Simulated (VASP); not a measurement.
Here is a VASP 6.6.1 calculation.

Contents of INCAR:

```
PREC     = Accurate       # precision mode
ENCUT    = 600            # plane-wave cutoff, eV
EDIFF    = 1E-6           # SCF threshold, eV
ISMEAR   = 0              # smearing method
SIGMA    = 0.1            # smearing width, eV
LREAL    = False          # projectors in reciprocal space
LASPH    = True           # aspherical terms in the spheres
NELM     = 150            # most SCF steps
ALGO     = Normal         # electronic algorithm
ISIF     = 3              # what is computed and relaxed
LWAVE    = False          # write WAVECAR
LCHARG   = False          # write CHGCAR
ISPIN    = 2              # spin polarisation
MAGMOM   = 0 1.38 1.38    # initial moments
LORBIT   = 11             # projections on sites
LMAXMIX  = 4              # l up to which the mixer works
GGA      = PE             # functional
IBRION   = 2              # ionic algorithm
NSW      = 100            # ionic steps
EDIFFG   = -0.01          # ionic threshold
```

KPOINTS

```
regular mesh
0
Gamma
  12 12 18
```

The input POSCAR:

```
AlCo2
1.0
    4.0125411402      0.0000000000      0.0000000000
   -2.0062705701      3.4749625612      0.0000000000
    0.0000000000      0.0000000000      2.5648615529
Al Co
1 2
Direct
    0.0000000000      0.0000000000      0.0000000000
    0.3333333333      0.6666666667      0.5000000000
    0.6666666667      0.3333333333      0.5000000000
```

Potentials or basis: VASP PAW PBE potentials, release 64 (Al, Co).

Command:

```sh
$ cat potpaw_PBE.64/Al/POTCAR potpaw_PBE.64/Co/POTCAR > POTCAR
$ mpirun -np 1 vasp_std > vasp.out
```

Q: Estimate the net moment.

A: 2.34 μB per cell.

Q: Predict the relaxed volume.

A: 11.90 Å³/atom.

Q: Predict the site moments.

A: Al -0.03; Co +1.22 μB.

Q: Estimate the relaxed cell.

A: a = 4.005 Å, b = 4.005 Å, c = 2.571 Å, α = 90.00°, β = 90.00°, γ = 120.00°.

Final structure:
```
CELL_PARAMETERS angstrom
4.00518 0.00000 0.00000
-2.00259 3.46859 0.00000
0.00000 0.00000 2.57083
ATOMIC_POSITIONS crystal
Al 0.00000 0.00000 0.00000
Co 0.33333 0.66667 0.50000
Co 0.66667 0.33333 0.50000
```
